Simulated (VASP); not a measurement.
Here is a VASP 6.6.1 calculation.

The input INCAR:

```
PREC = Accurate ; ENCUT = 520
EDIFF = 1E-7 ; ISMEAR = 0
SIGMA = 0.15 ; LREAL = False
LASPH = True ; NELM = 80
ALGO = Fast ; ISIF = 2
LWAVE = False ; LCHARG = False
GGA = CA ; NBANDS = 11
```

The input KPOINTS:

```
Automatic mesh
0
Gamma
  22 22 22
```

POSCAR

```
Pt
1.0
    0.0000000000      2.2723601990      1.3861397214
    2.2723601990      0.0000000000      1.3861397214
    2.2723601990      2.2723601990      0.0000000000
Pt
1
Direct
    0.0000000000      0.0000000000      0.0000000000
```

Potentials or basis: VASP PAW LDA potentials, release 64 (Pt).

The run is started by

```bash
$ cat potpaw_LDA.64/Pt/POTCAR > POTCAR
$ mpirun -np 1 vasp_std > vasp.out
```

Task: What does it give for the band gap on the k mesh?

Result: Zero (bands 5 and 6 overlap by 2.46 eV).

Task: Predict the pressure.

Result: 13.6 GPa.

Stress tensor (GPa, compression positive):
```
18.03  0.00  0.00
 0.00 18.03  0.00
 0.00  0.00  4.84
```

Caveat: the cell stands under pressure; spin-orbit coupling is left out, which moves the levels of the heavy elements.
